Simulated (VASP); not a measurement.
## Al3Ga4N7: single point with PBE

The system is Al3Ga4N7.

```
CELL_PARAMETERS angstrom
5.42341 -0.02182 -0.10210
-0.02182 5.67374 0.18324
-0.10210 0.18324 5.49989
ATOMIC_POSITIONS crystal
Al 0.60616 0.48021 0.30943
Al 0.11008 0.65511 0.59023
Al 0.04314 0.43752 0.10466
N 0.45998 0.97215 0.57497
N 0.75334 0.24668 0.08794
N 0.79394 0.49165 0.58396
N 0.97905 0.95596 0.61702
N 0.76529 0.71017 0.09568
N 0.24214 0.42827 0.84263
N 0.24697 0.48504 0.35508
Ga 0.73088 0.96579 0.35504
Ga 0.73154 0.00797 0.82824
Ga 0.21158 0.19724 0.59301
Ga 0.58660 0.50541 0.83231
```

```json
{
  "Program": "VASP 6.6.1",
  "Task": "single point",
  "Functional": "PBE",
  "Potentials or basis": "VASP PAW PBE potentials, release 64 (Al, N, Ga_d)",
  "Cutoff": "520 eV",
  "k mesh": "1 × 1 × 1, shifted",
  "Occupations": "fermi-dirac, width 0.05 eV",
  "Spin": "no spin polarisation",
  "Dipole correction": "no",
  "Further INCAR settings": "ALGO = Normal; EDIFF = 1e-06; NBANDS = 61; ISYM = 0"
}
```

```json
{
  "Pressure": "5.9 GPa",
  "Largest force": "2.148 eV/Å",
  "Band gap on the k mesh": "3.85 eV"
}
```

Forces in eV/Å, atoms in the order of the input:
```
Al  -1.326  0.085 -0.267
Al  -0.370 -0.186  0.740
Al  -0.487  0.877 -1.324
N    1.478 -0.694  0.557
N   -0.217 -0.995  0.677
N    0.148 -0.146 -0.549
N    0.384 -0.142 -0.863
N   -0.277  0.508 -0.002
N    0.487  0.911  0.081
N    2.036 -0.680 -0.081
Ga  -0.584 -0.236 -1.275
Ga  -1.119 -0.314  1.539
Ga   0.278  0.609 -0.106
Ga  -0.432  0.403  0.873
```

Stress tensor (GPa, compression positive):
```
 6.62 -0.39  0.84
-0.39  0.38 -1.01
 0.84 -1.01 10.68
```

Levels at points of the mesh, in eV from the valence-band top:
| k point | band 44 | band 45 | band 46 | band 47 | band 48 | band 49 | band 50 | band 51 | band 52 | band 53 |
| --- | --- | --- | --- | --- | --- | --- | --- | --- | --- | --- |
| (0.25, 0.25, 0.25) | -1.09 | -0.82 | -0.58 | -0.34 | 0.00 | 3.85 | 4.33 | 4.64 | 5.13 | 5.66 |

It took 21 s on 1 thread of Intel(R) Xeon(R) Platinum 8488C (Sapphire Rapids) (shared host), peak memory 0.23 GiB.

Caveat: the k points lie up to 1.16 Å⁻¹ apart.
